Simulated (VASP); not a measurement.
NbH: single point with PBEsol

System: NbH, a slab with vacuum.

```
Nb H
1.0
     3.01697    0.00000    0.00000
    -1.30510    2.72008    0.00000
     0.00000    0.00000   22.74168
Nb H
4 4
Cartesian
  0.0000 0.0000 7.0000
  0.4068 1.6427 9.4976
  2.1186 0.5654 11.9952
  -0.4916 2.2081 14.4929
  1.7119 0.8214 8.2488
  -0.8983 2.4641 10.7464
  0.8135 1.3867 13.2441
  2.5254 0.3094 15.7417
```

```
Program             : VASP 6.6.1
Task                : single point
Functional          : PBEsol
Potentials or basis : VASP PAW PBE potentials, release 64 (Nb_sv, H)
Cutoff              : 400 eV
k mesh              : 6 × 6 × 1
Occupations         : methfessel-paxton, width 0.05 eV
Spin                : no spin polarisation
```

```yaml
Largest_force: 0.903 eV/Å
Band_gap_on_the_k_mesh: zero (bands 28 and 29 overlap by 0.41 eV)
```

Forces on the atoms (eV/Å):
```
Nb   0.040 -0.025  0.540
Nb  -0.051  0.032 -0.147
Nb   0.055 -0.035  0.141
Nb   0.342 -0.215  0.088
H   -0.066  0.042  0.041
H   -0.019  0.012  0.017
H    0.101 -0.064  0.088
H   -0.403  0.253 -0.768
```

Levels at points of the mesh, in eV from the Fermi level:
```tsv
k point	band 25	band 26	band 27	band 28	band 29	band 30	band 31	band 32
(0.00, 0.00, 0.00)	-0.91	-0.73	-0.55	-0.32	-0.28	0.17	0.53	0.64
(0.50, 0.00, 0.00)	-1.41	-1.05	-0.30	0.11	0.82	0.95	1.90	2.02
(0.50, 0.50, 0.00)	-1.17	-0.24	-0.08	0.13	0.65	1.19	1.50	2.80
```

It took 94 s on 1 thread of Intel(R) Xeon(R) 6975P-C (Granite Rapids) (shared host), peak memory 0.23 GiB.

Caveat: the k points lie up to 0.38 Å⁻¹ apart; the PAW data sets were made with another functional, which shifts forces and pressure a little.
